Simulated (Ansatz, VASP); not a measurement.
One calculation of Ti2B3, two programs

```xyz
5
Lattice="3.9469 0.0000 0.0000 0.0000 3.9469 0.0000 0.0000 0.0000 3.9469" Properties=species:S:1:pos:R:3 pbc="T T T"
Ti    0.0000    0.0000    0.0000
Ti    1.9734    1.9734    1.9734
B     1.9734    0.0000    0.0000
B     0.0000    1.9734    0.0000
B     0.0000    0.0000    1.9734
```

Alike in both runs: functional PBE; k mesh 4 × 4 × 4; occupations gaussian, width 0.1 eV; no spin polarisation.

Ansatz relaxed the structure, and its values are those at the end. VASP's run is a single point on that final structure, the one shown.

|  | VASP | Ansatz |
| --- | --- | --- |
| version | VASP 6.6.1 | Ansatz 0.2.0 |
| potentials or method | VASP PAW PBE potentials, release 64 (Ti_sv, B), cutoff 520 eV | scalar-relativistic, plane waves, PAW |
| valence electrons in the cell | 33 | 33 |

|  | VASP | Ansatz | Ansatz less VASP |
| --- | --- | --- | --- |
| gap on the k mesh at the Fermi level (eV) | none | none | - |
| pressure (GPa) | -0.1 | 0.1 | +0.19 |

A gap of «none» marks a metal or a gap that the smearing closes. With one functional, cell and mesh, what is left measures potentials, basis and numerics.

The k mesh is coarse, so the values compare programs but aren't converged.
